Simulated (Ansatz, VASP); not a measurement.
Two plane-wave programs on BN

```
B N
1.0
     0.00000    1.73262    1.80481
     1.73262    0.00000    1.80481
     1.73262    1.73262    0.00000
B N
1 1
Direct
  0.00000 0.00000 0.00000
  0.75000 0.75000 0.75000
```

Change from the starting cell: strain -0.040 along x and y, +0.000 along z, atoms carried along.

Alike in both runs: task single point; functional r2SCAN; k mesh 12 × 12 × 12; occupations gaussian, width 0.05 eV; no spin polarisation.

|  | VASP | Ansatz |
| --- | --- | --- |
| version | VASP 6.6.1 | Ansatz 0.2.0 |
| potentials or method | VASP PAW PBE potentials, release 64 (B, N), cutoff 520 eV | scalar-relativistic, plane waves, PAW |
| valence electrons in the cell | 8 | 8 |

|  | VASP | Ansatz | Ansatz less VASP |
| --- | --- | --- | --- |
| gap on the k mesh at the Fermi level (eV) | 4.67 | 4.70 | +0.028 |
| least direct gap on the mesh (eV) | 9.71 | 9.76 | +0.047 |
| pressure (GPa) | 38.6 | 37.1 | -1.44 |
| traceless stress, the component that is largest in VASP (GPa) | -20.17 | -20.22 | -0.049 |

VASP's potentials were made for PBE, not for r2SCAN. Both programs put the cell under a high pressure, so it lies far from rest at this level.
